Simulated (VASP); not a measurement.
A run of VASP 6.6.1 is set up as follows.

INCAR

```
ALGO = Normal ; EDIFF = 1E-6
ENCUT = 520 ; GGA_COMPAT = F
ISIF = 2 ; ISMEAR = -1
LASPH = T ; LCHARG = F
LMAXMIX = 4 ; LORBIT = 11
LORBMOM = T ; LREAL = F
LSORBIT = T ; LWAVE = F
MAGMOM = 0 0 0 0 0 0 0 0 0 0 0 0 0 0 0 ; NBANDS = 73
NELM = 150 ; PREC = Accurate
SIGMA = 0.1
```

The input KPOINTS:

```
k-points
0
Gamma
  5 5 5
```

POSCAR

```
BaTi2Cr2
1.0
    0.0000000000      3.9570900400      0.0000000000
    3.9570900400      0.0000000000      0.0000000000
    1.9785450200      1.9785450200     -6.4012327700
Ba Ti Cr
1 2 2
Direct
    0.0000000000      0.0000000000      0.0000000000
    0.3570000000      0.3570000000      0.2860000000
    0.6430000000      0.6430000000      0.7140000000
    0.7500000000      0.2500000000      0.5000000000
    0.2500000000      0.7500000000      0.5000000000
```

Potentials or basis: VASP PAW LDA potentials, release 64 (Ba_sv, Ti_sv, Cr_pv).

The run is started by

```sh
$ cat potpaw_LDA.64/Ba_sv/POTCAR potpaw_LDA.64/Ti_sv/POTCAR potpaw_LDA.64/Cr_pv/POTCAR > POTCAR
$ mpirun -np 1 vasp_ncl > vasp.out
```

(1) Estimate the net moment.

(2) What does it give for the largest force?

(3) What does it give for the pressure?

Results:

(1) 0.00 μB per cell.

(2) 0.011 eV/Å.

(3) -2.5 GPa.
